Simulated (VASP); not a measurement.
Here is a VASP 6.6.1 calculation.

Contents of POSCAR:

```
MgO
1.0
    0.0000000000      2.1085000000      2.1085000000
    2.1085000000      0.0000000000      2.1085000000
    2.1085000000      2.1085000000      0.0000000000
Mg O
1 1
Direct
    0.0000000000      0.0000000000      0.0000000000
    0.5000000000      0.5000000000      0.5000000000
```

File INCAR.step1:

```
ALGO = Normal
EDIFF = 1E-5
EDIFFG = -0.005
ENCUT = 660
GGA = PE
GGA_COMPAT = F
IBRION = 2
ISIF = 3
ISMEAR = 0
LASPH = T
LCHARG = F
LREAL = F
LWAVE = T
NELM = 120
NELMIN = 4
NSW = 100
PREC = Accurate
SIGMA = 0.02
```

The input INCAR.step2:

```
ALGO = Normal
BPARAM = 11.95
CPARAM = 0.0093
EDIFF = 1E-7
EDIFFG = -0.002
ENCUT = 660
GGA_COMPAT = F
IBRION = 2
ISIF = 3
ISMEAR = 0
ISTART = 1
IVDW_NL = 2
LASPH = T
LCHARG = F
LMIXTAU = T
LREAL = F
LUSE_VDW = T
LWAVE = F
METAGGA = R2SCAN
NELM = 120
NELMIN = 4
NSW = 100
PREC = Accurate
PSTRESS = 43.0
SIGMA = 0.02
```

File KPOINTS:

```
k-points
0
Gamma
  10 10 10
```

Potentials or basis: VASP PAW PBE potentials, release 64 (Mg, O).

The run is started by

```bash
$ cat potpaw_PBE.64/Mg/POTCAR potpaw_PBE.64/O/POTCAR > POTCAR
$ cp INCAR.step1 INCAR
$ mpirun -np 1 vasp_std > vasp.out
$ cp INCAR.step2 INCAR
$ mpirun -np 1 vasp_std > vasp.out
```

Task: Predict the band gap on the k mesh.

Result: 6.01 eV.

Task: Predict the relaxed volume.

Result: 8.95 Å³/atom.

Final structure:
```
Mg O
1.0
     0.00000    2.07589    2.07589
     2.07589    0.00000    2.07589
     2.07589    2.07589    0.00000
Mg O
1 1
Direct
  0.00000 0.00000 0.00000
  0.50000 0.50000 0.50000
```

Caveat: the cell is relaxed towards a set pressure, so the run minimises the enthalpy, not the energy; the PAW data sets were made with another functional, which shifts forces and pressure a little. r2SCAN opens gaps a little over a GGA but as a rule still falls short of measured ones.
